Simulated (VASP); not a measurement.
# ZrO2 (P4_2/nmc) in VASP: a series of runs

The runs below take ZrO2 through vibrations by perturbation theory, with PBEsol.

All numbers are computed with VASP 6.6.1; they aren't measurements. Logs are shortened: lines on timing, memory, paths and dates and some standing lists are left out, and cuts for length are marked.

### 1 The cell of the first run

It takes space group P4_2/nmc (No. 137, tetragonal). The conventional cell has a = 3.584 Å, b = 3.584 Å, c = 5.177 Å, α = 90.00°, β = 90.00°, γ = 90.00°. Zr (site symmetry -4m2) has 8 O at 2.07 to 2.37 Å within 2.7 Å. Within 2.7 Å of O (site symmetry 2mm) lie 4 Zr at 2.07 to 2.37 Å and 6 O at 2.58 to 2.59 Å.

### 2 Vibrations by perturbation theory, PBEsol

Contents of INCAR:

```
PREC     = Accurate       # precision mode
ENCUT    = 600            # plane-wave cutoff, eV
EDIFF    = 1E-8           # SCF threshold, eV
ISMEAR   = 0              # smearing method
SIGMA    = 0.05           # smearing width, eV
LREAL    = F              # projectors in reciprocal space
LASPH    = T              # aspherical terms in the spheres
NELM     = 120            # most SCF steps
ALGO     = Normal         # electronic algorithm
ISIF     = 2              # what is computed and relaxed
LWAVE    = F              # write WAVECAR
LCHARG   = T              # write CHGCAR
GGA      = PS             # functional
NBANDS   = 33             # bands
IBRION   = 8              # ionic algorithm
NSW      = 1              # ionic steps
GGA_COMPAT= F
```

Contents of KPOINTS:

```
Automatic mesh
0
Gamma
  6 6 6
```

Contents of POSCAR:

```
ZrO2
1.0
    3.5844802436      0.0000000000      0.0000000000
    0.0000000000      3.5844802436      0.0000000000
    0.0000000000      0.0000000000      5.1771128282
Zr O
2 4
Direct
    0.0000000000      0.0000000000      0.0000000000
    0.5000000000      0.5000000000      0.5000000000
    0.0000000000      0.5000000000      0.2014832264
    0.0000000000      0.5000000000      0.7014832264
    0.5000000000      0.0000000000      0.2985167736
    0.5000000000      0.0000000000      0.7985167736
```

Potentials or basis: VASP PAW PBE potentials, release 64 (Zr_sv, O).

Run with:

```sh
> cat potpaw_PBE.64/Zr_sv/POTCAR potpaw_PBE.64/O/POTCAR > POTCAR
> mpirun -np 1 vasp_std > vasp.out
```

OUTCAR:

```text
PREC = Accurate
   ENCUT = 600
   EDIFF = 1E-8
   ISMEAR = 0
   LREAL = F
   LASPH = T
   NELM = 120
   ISIF = 2
   GGA = PS
   IBRION = 8
   NSW = 1

 ion  position               nearest neighbor table
   1  0.000  0.000  0.000-   3 2.07   6 2.07   3 2.07   6 2.07   5 2.37   4 2.37   5 2.37   4 2.37
                             2 3.62   2 3.62   2 3.62   2 3.62   2 3.62   2 3.62   2 3.62   2 3.62
   2  0.500  0.500  0.500-   4 2.07   5 2.07   5 2.07   4 2.07   3 2.37   6 2.37   3 2.37   6 2.37
                             1 3.62   1 3.62   1 3.62   1 3.62   1 3.62   1 3.62   1 3.62   1 3.62
   3  0.000  0.500  0.201-   1 2.07   1 2.07   2 2.37   2 2.37
   4  0.000  0.500  0.701-   2 2.07   2 2.07   1 2.37   1 2.37
   5  0.500  0.000  0.299-   2 2.07   2 2.07   1 2.37   1 2.37
   6  0.500  0.000  0.799-   1 2.07   1 2.07   2 2.37   2 2.37

  LATTYP: Found a simple tetragonal cell.
 ALAT       =     3.5844802436
 C/A-ratio  =     1.4443133945

  Lattice vectors:

 A1 = (   3.5844802436,   0.0000000000,   0.0000000000)
 A2 = (   0.0000000000,   3.5844802436,   0.0000000000)
 A3 = (   0.0000000000,   0.0000000000,   5.1771128282)

Analysis of symmetry for initial positions (statically):
=====================================================================
 Subroutine PRICEL returns:
 Original cell was already a primitive cell.

 Routine SETGRP: Setting up the symmetry group for a
 simple tetragonal supercell.

 Subroutine GETGRP returns: Found 16 space group operations
 (whereof  8 operations were pure point group operations)
 out of a pool of 16 trial point group operations.

The static configuration has the point symmetry D_2d.
 The point group associated with its full space group is D_4h.

Analysis of symmetry for dynamics (positions and initial velocities):
=====================================================================
 Subroutine PRICEL returns:
 Original cell was already a primitive cell.

 Routine SETGRP: Setting up the symmetry group for a
 simple tetragonal supercell.

 Subroutine GETGRP returns: Found 16 space group operations
 (whereof  8 operations were pure point group operations)
 out of a pool of 16 trial point group operations.

The dynamic configuration has the point symmetry D_2d.
[... 1049 lines left out ...]
     0.000000000  0.000000000  5.177112828     0.000000000  0.000000000  0.193157853

 POSITION                                       TOTAL-FORCE (eV/Angst)
 -----------------------------------------------------------------------------------
      0.00000      0.00000      0.00000         0.000000      0.000000      0.000000
      1.79224      1.79224      2.58856        -0.000000     -0.000000      0.000000
      0.00000      1.79224      1.04310         0.000000      0.000000      0.024453
      0.00000      1.79224      3.63166         0.000000     -0.000000      0.024453
      1.79224      0.00000      1.54546         0.000000     -0.000000     -0.024453
      1.79224      0.00000      4.13401        -0.000000     -0.000000     -0.024453
 -----------------------------------------------------------------------------------
    total drift:                                0.000000     -0.000000      0.000000

  FREE ENERGIE OF THE ION-ELECTRON SYSTEM (eV)
  ---------------------------------------------------
  free  energy   TOTEN  =       -59.9824571881 eV

  energy  without entropy=      -59.9824571881  energy(sigma->0) =      -59.98245719

[... ionic steps 2 to 9 ...]

--------------------------------------- Ionic step       10  -------------------------------------------

------------------------ aborting loop because EDIFF is reached ----------------------------------------

--------------------------------------- Ionic step       11  -------------------------------------------

------------------------ aborting loop because EDIFF is reached ----------------------------------------

--------------------------------------- Ionic step       12  -------------------------------------------

 Free energy of the ion-electron system (eV)
  ---------------------------------------------------
  ---------------------------------------------------
  free energy    TOTEN  =        -0.37611826 eV

  energy without entropy =       -0.37611826

------------------------ aborting loop because EDIFF is reached ----------------------------------------

 INTERNAL STRAIN TENSOR  FOR ION    3  DIRECTION 3   (eV/Angst):
 -----------------------------------------------------------------------------
     3.94492  0.00000  0.00000
     0.00000-11.15642  0.00000
     0.00000  0.00000 -7.95945

 INTERNAL STRAIN TENSOR FOR ION    6 for displacements in x,y,z  (eV/Angst):
          X           Y           Z          XY          YZ          ZX
  --------------------------------------------------------------------------------
  x     0.00000     0.00000     0.00000     0.00000     0.00000     8.65504
  y     0.00000     0.00000     0.00000     0.00000    -3.17666     0.00000
  z    11.15642    -3.94492     7.95945     0.00000     0.00000     0.00000

 SECOND DERIVATIVES (NOT SYMMETRIZED)
 ------------------------------------
               1X          1Y          1Z          2X          2Y          2Z          3X          3Y          3Z          4X          4Y          4Z          5X          5Y          5Z          6X          6Y          6Z
  1X    -8.797091    0.000000    0.000000    0.400991    0.000000    0.000000    1.224518    0.000000    0.000000    0.786482    0.000000    0.000000   -1.601903    0.000000    0.000000    7.987003    0.000000    0.000000
  1Y     0.000000   -8.797091    0.000000    0.000000    0.400991    0.000000    0.000000    7.987003    0.000000    0.000000   -1.601903    0.000000    0.000000    0.786482    0.000000    0.000000    1.224518    0.000000
  1Z     0.000000    0.000000  -24.363025    0.000000    0.000000   14.755638    0.000000    0.000000    5.982549    0.000000    0.000000   -1.178856    0.000000    0.000000   -1.178856    0.000000    0.000000    5.982549
  2X     0.400991    0.000000    0.000000   -8.797091    0.000000    0.000000   -1.601903    0.000000    0.000000    7.987003    0.000000    0.000000    1.224518    0.000000    0.000000    0.786482    0.000000    0.000000
  2Y     0.000000    0.400991    0.000000    0.000000   -8.797091    0.000000    0.000000    0.786482    0.000000    0.000000    1.224518    0.000000    0.000000    7.987003    0.000000    0.000000   -1.601903    0.000000
  2Z     0.000000    0.000000   14.755638    0.000000    0.000000  -24.363025    0.000000    0.000000   -1.178856    0.000000    0.000000    5.982549    0.000000    0.000000    5.982549    0.000000    0.000000   -1.178856
  3X     1.207927    0.000000    0.000000   -1.595964    0.000000    0.000000   -6.031585    0.000000    0.000000    0.807843    0.000000    0.000000    5.209811    0.000000    0.000000    0.401968    0.000000    0.000000
  3Y     0.000000    7.991473    0.000000    0.000000    0.794091    0.000000    0.000000  -16.838610    0.000000    0.000000    0.802384    0.000000    0.000000    6.854806    0.000000    0.000000    0.395857    0.000000
  3Z     0.000000    0.000000    5.979453    0.000000    0.000000   -1.185218    0.000000    0.000000  -13.158862    0.000000    0.000000    8.394926    0.000000    0.000000   -1.314254    0.000000    0.000000    1.283955
  4X     0.794091    0.000000    0.000000    7.991473    0.000000    0.000000    0.802384    0.000000    0.000000  -16.838610    0.000000    0.000000    0.395857    0.000000    0.000000    6.854806    0.000000    0.000000
  4Y     0.000000   -1.595964    0.000000    0.000000    1.207927    0.000000    0.000000    0.807843    0.000000    0.000000   -6.031585    0.000000    0.000000    0.401968    0.000000    0.000000    5.209811    0.000000
  4Z     0.000000    0.000000   -1.185218    0.000000    0.000000    5.979453    0.000000    0.000000    8.394926    0.000000    0.000000  -13.158862    0.000000    0.000000    1.283955    0.000000    0.000000   -1.314254
  5X    -1.595964    0.000000    0.000000    1.207927    0.000000    0.000000    5.209811    0.000000    0.000000    0.401968    0.000000    0.000000   -6.031585    0.000000    0.000000    0.807843    0.000000    0.000000
  5Y     0.000000    0.794091    0.000000    0.000000    7.991473    0.000000    0.000000    6.854806    0.000000    0.000000    0.395857    0.000000    0.000000  -16.838610    0.000000    0.000000    0.802384    0.000000
  5Z     0.000000    0.000000   -1.185218    0.000000    0.000000    5.979453    0.000000    0.000000   -1.314254    0.000000    0.000000    1.283955    0.000000    0.000000  -13.158862    0.000000    0.000000    8.394926
  6X     7.991473    0.000000    0.000000    0.794091    0.000000    0.000000    0.395857    0.000000    0.000000    6.854806    0.000000    0.000000    0.802384    0.000000    0.000000  -16.838610    0.000000    0.000000
  6Y     0.000000    1.207927    0.000000    0.000000   -1.595964    0.000000    0.000000    0.401968    0.000000    0.000000    5.209811    0.000000    0.000000    0.807843    0.000000    0.000000   -6.031585    0.000000
  6Z     0.000000    0.000000    5.979453    0.000000    0.000000   -1.185218    0.000000    0.000000    1.283955    0.000000    0.000000   -1.314254    0.000000    0.000000    8.394926    0.000000    0.000000  -13.158862

 Eigenvectors and eigenvalues of the dynamical matrix
 ----------------------------------------------------

   1 f  =   19.207341 THz   120.683284 2PiTHz  640.687940 cm-1    79.435145 meV
             X         Y         Z           dx          dy          dz
      0.000000  0.000000  0.000000    -0.000000    0.000000    0.000000
      1.792240  1.792240  2.588556     0.000000   -0.000000   -0.000000
      0.000000  1.792240  1.043101     0.000000   -0.000000    0.500000
      0.000000  1.792240  3.631658    -0.000000    0.000000   -0.500000
      1.792240  0.000000  1.545455    -0.000000    0.000000    0.500000
      1.792240  0.000000  4.134011     0.000000   -0.000000   -0.500000
[... 145 lines left out ...]
  18 f/i=    0.004301 THz     0.027022 2PiTHz    0.143455 cm-1     0.017786 meV
             X         Y         Z           dx          dy          dz
      0.000000  0.000000  0.000000    -0.000000    0.000000    0.608248
      1.792240  1.792240  2.588556    -0.000000    0.000000    0.608248
      0.000000  1.792240  1.043101    -0.000000    0.000000    0.254985
      0.000000  1.792240  3.631658    -0.000000    0.000000    0.254985
      1.792240  0.000000  1.545455    -0.000000    0.000000    0.254985
      1.792240  0.000000  4.134011    -0.000000    0.000000    0.254985

--------------------------------------------------------------------------------------------------------

 ELASTIC MODULI CONTR FROM IONIC RELAXATION (kBar)
 Direction    XX          YY          ZZ          XY          YZ          ZX
 --------------------------------------------------------------------------------
 XX        -753.8978    224.6531   -584.1362      0.0000      0.0000     -0.0000
 YY         224.6531   -753.8978   -584.1362      0.0000      0.0000      0.0000
 ZZ        -584.1362   -584.1362  -1289.4418      0.0000      0.0000      0.0000
 XY           0.0000      0.0000      0.0000      0.0000      0.0000      0.0000
 YZ           0.0000      0.0000      0.0000      0.0000   -683.2984      0.0000
 ZX          -0.0000      0.0000      0.0000      0.0000     -0.0000   -685.9504
 --------------------------------------------------------------------------------
```

Wall time 27 min (1 thread of Intel Xeon 6975P-C (Granite Rapids), shared host); peak memory 0.53 GiB.

What came out:

```
Highest phonon frequency at Γ, LO-TO splitting left out : 641 cm⁻¹
```

Phonon frequencies in cm⁻¹ (negative: imaginary):
```tsv
q point	frequencies
(0.000, 0.000, 0.000)	0 0 0 116 116 136 136 284 306 332 439 439 442 442 587 640 640 641
```

Caveat: the PAW data sets were made with another functional, which shifts forces and pressure a little.

### 3 Vibrations by perturbation theory, PBEsol

This run uses another cell than the first one, of 10.66 Å³/atom.

Contents of INCAR:

```
SYSTEM = ZrO2
PREC = Accurate
ENCUT = 600
EDIFF = 1E-8
ISMEAR = 0
SIGMA = 0.01
LREAL = .False.
LASPH = .True.
NELM = 120
ALGO = Normal
ISIF = 2
LWAVE = .False.
LCHARG = .True.
GGA = PS
IBRION = 8
NSW = 1
LEPSILON = .True.
GGA_COMPAT = .False.
```

Contents of KPOINTS:

```
regular mesh
0
Gamma
  6 6 6
  0 0 0
```

Contents of POSCAR:

```
ZrO2
1.0
    3.5477338363      0.0000000000      0.0000000000
    0.0000000000      3.5477338363      0.0000000000
    0.0000000000      0.0000000000      5.0830409080
Zr O
2 4
Direct
    0.0000000000      0.0000000000      0.0000000000
    0.5000000000      0.5000000000      0.5000000000
    0.0000000000      0.5000000000      0.2108195513
    0.0000000000      0.5000000000      0.7108195513
    0.5000000000      0.0000000000      0.2891804487
    0.5000000000      0.0000000000      0.7891804487
```

Potentials or basis: VASP PAW PBE potentials, release 64 (Zr_sv, O).

Run with:

```sh
> cat potpaw_PBE.64/Zr_sv/POTCAR potpaw_PBE.64/O/POTCAR > POTCAR
> mpirun -np 1 vasp_std > vasp.out
```

OUTCAR:

```text
SYSTEM = ZrO2
   PREC = Accurate
   ENCUT = 600
   EDIFF = 1E-8
   ISMEAR = 0
   LREAL = .False.
   LASPH = .True.
   NELM = 120
   ISIF = 2
   GGA = PS
   IBRION = 8
   NSW = 1
   LEPSILON = .True.

 ion  position               nearest neighbor table
   1  0.000  0.000  0.000-   3 2.07   6 2.07   3 2.07   6 2.07   5 2.30   4 2.30   5 2.30   4 2.30
                             2 3.57   2 3.57   2 3.57   2 3.57   2 3.57   2 3.57   2 3.57   2 3.57
   2  0.500  0.500  0.500-   4 2.07   5 2.07   5 2.07   4 2.07   3 2.30   6 2.30   3 2.30   6 2.30
                             1 3.57   1 3.57   1 3.57   1 3.57   1 3.57   1 3.57   1 3.57   1 3.57
   3  0.000  0.500  0.211-   1 2.07   1 2.07   2 2.30   2 2.30
   4  0.000  0.500  0.711-   2 2.07   2 2.07   1 2.30   1 2.30
   5  0.500  0.000  0.289-   2 2.07   2 2.07   1 2.30   1 2.30
   6  0.500  0.000  0.789-   1 2.07   1 2.07   2 2.30   2 2.30

  LATTYP: Found a simple tetragonal cell.
 ALAT       =     3.5477338363
 C/A-ratio  =     1.4327571184
[... 1111 lines left out ...]

 Eigenvectors and eigenvalues of the dynamical matrix
 ----------------------------------------------------

   1 f  =   20.322871 THz   127.692365 2PiTHz  677.898009 cm-1    84.048603 meV
             X         Y         Z           dx          dy          dz
      0.000000  0.000000  0.000000    -0.000000    0.000000   -0.000000
      1.773867  1.773867  2.541520     0.000000   -0.000000   -0.000000
      0.000000  1.773867  1.071604     0.000000   -0.000000   -0.500000
      0.000000  1.773867  3.613125    -0.000000   -0.000000    0.500000
      1.773867  0.000000  1.469916    -0.000000    0.000000   -0.500000
      1.773867  0.000000  4.011437     0.000000    0.000000    0.500000
[... 145 lines left out ...]
  18 f/i=    0.014420 THz     0.090606 2PiTHz    0.481011 cm-1     0.059638 meV
             X         Y         Z           dx          dy          dz
      0.000000  0.000000  0.000000    -0.394155    0.462422   -0.000000
      1.773867  1.773867  2.541520    -0.394155    0.462422   -0.000000
      0.000000  1.773867  1.071604    -0.166469    0.193960   -0.000000
      0.000000  1.773867  3.613125    -0.165326    0.195301   -0.000000
      1.773867  0.000000  1.469916    -0.166469    0.193960   -0.000000
      1.773867  0.000000  4.011437    -0.165326    0.195301   -0.000000

--------------------------------------------------------------------------------------------------------

 MACROSCOPIC STATIC DIELECTRIC TENSOR IONIC CONTRIBUTION
 ------------------------------------------------------
          35.407709    -0.000000     0.000000
          -0.000000    35.407709    -0.000000
           0.000000    -0.000000    14.751440
 ------------------------------------------------------

 ELASTIC MODULI CONTR FROM IONIC RELAXATION (kBar)
 Direction    XX          YY          ZZ          XY          YZ          ZX
 --------------------------------------------------------------------------------
 XX        -744.9638    291.9448   -526.6144      0.0000      0.0000     -0.0000
 YY         291.9448   -744.9638   -526.6144      0.0000     -0.0000      0.0000
 ZZ        -526.6144   -526.6144  -1224.3314      0.0000     -0.0000     -0.0000
 XY           0.0000      0.0000      0.0000      0.0000      0.0000      0.0000
 YZ           0.0000     -0.0000     -0.0000      0.0000   -618.9953     -0.0000
 ZX          -0.0000      0.0000     -0.0000      0.0000     -0.0000   -631.9663
 --------------------------------------------------------------------------------

 PIEZOELECTRIC TENSOR IONIC CONTR  for field in x, y, z        (C/m^2)
          XX          YY          ZZ          XY          YZ          ZX
  --------------------------------------------------------------------------------
  x     0.00000    -0.00000     0.00000     0.00000     0.00000     0.00000
  y     0.00000     0.00000     0.00000     0.00000     0.00000    -0.00000
  z    -0.00000     0.00000     0.00000     0.00000    -0.00000     0.00000
```

OSZICAR:

```text
N       E                     dE             d eps       ncg     rms          rms(c)
DAV:   1     0.498176444227E+03    0.49818E+03   -0.30506E+04  2240   0.197E+03
DAV:   2    -0.381933217912E+02   -0.53637E+03   -0.52227E+03  2944   0.488E+02
DAV:   3    -0.694680996559E+02   -0.31275E+02   -0.31160E+02  3204   0.117E+02
DAV:   4    -0.710965903999E+02   -0.16285E+01   -0.16272E+01  3256   0.214E+01
[... 417 lines left out ...]
RMM:  20    -0.376607463849E+00   -0.44397E-08   -0.44157E-07  8310   0.359E-05    0.321E-06
RMM:  21    -0.376607443008E+00    0.20841E-07   -0.35934E-07  7645   0.269E-05    0.183E-06
RMM:  22    -0.376607427145E+00    0.15863E-07   -0.12987E-07  8210   0.194E-05    0.111E-06
RMM:  23    -0.376607419243E+00    0.79017E-08   -0.14654E-07  7487   0.146E-05    0.573E-07
RMM:  24    -0.376607415034E+00    0.42093E-08   -0.51359E-08  5817   0.107E-05    0.899E-07
 Linear response finished
```

It took 29 min on 1 thread of Intel Xeon 6975P-C (Granite Rapids), shared host; peak memory 0.54 GiB.

What came out:

| Property | Result |
| --- | --- |
| Electronic dielectric tensor (diagonal) | 5.79, 5.79, 5.33 |
| Born charges (mean of the diagonal) | Zr +5.56; O -2.78 e |
| Highest phonon frequency at Γ, LO-TO splitting left out | 678 cm⁻¹ |

Phonon frequencies in cm⁻¹ (negative: imaginary):
| q point | frequencies |
| --- | --- |
| (0.000, 0.000, 0.000) | 0 0 0 151 151 170 170 258 335 343 450 450 481 481 609 661 661 678 |

Electronic dielectric tensor:
```
5.79 0.00 0.00
0.00 5.79 0.00
0.00 0.00 5.33
```

Born effective charge tensors (e):
atom 1, Zr
```
5.75 0.00 0.00
0.00 5.75 0.00
0.00 0.00 5.17
```
atom 2, Zr
```
5.75 0.00 0.00
0.00 5.75 0.00
0.00 0.00 5.17
```
atom 3, O
```
-2.25  0.00  0.00
 0.00 -3.50  0.00
 0.00  0.00 -2.58
```
atom 4, O
```
-3.50  0.00  0.00
 0.00 -2.25  0.00
 0.00  0.00 -2.58
```
atom 5, O
```
-2.25  0.00  0.00
 0.00 -3.50  0.00
 0.00  0.00 -2.58
```
atom 6, O
```
-3.50  0.00  0.00
 0.00 -2.25  0.00
 0.00  0.00 -2.58
```

Caveat: the cell stands under pressure or tension, which shifts response properties; the PAW data sets were made with another functional, which shifts forces and pressure a little.
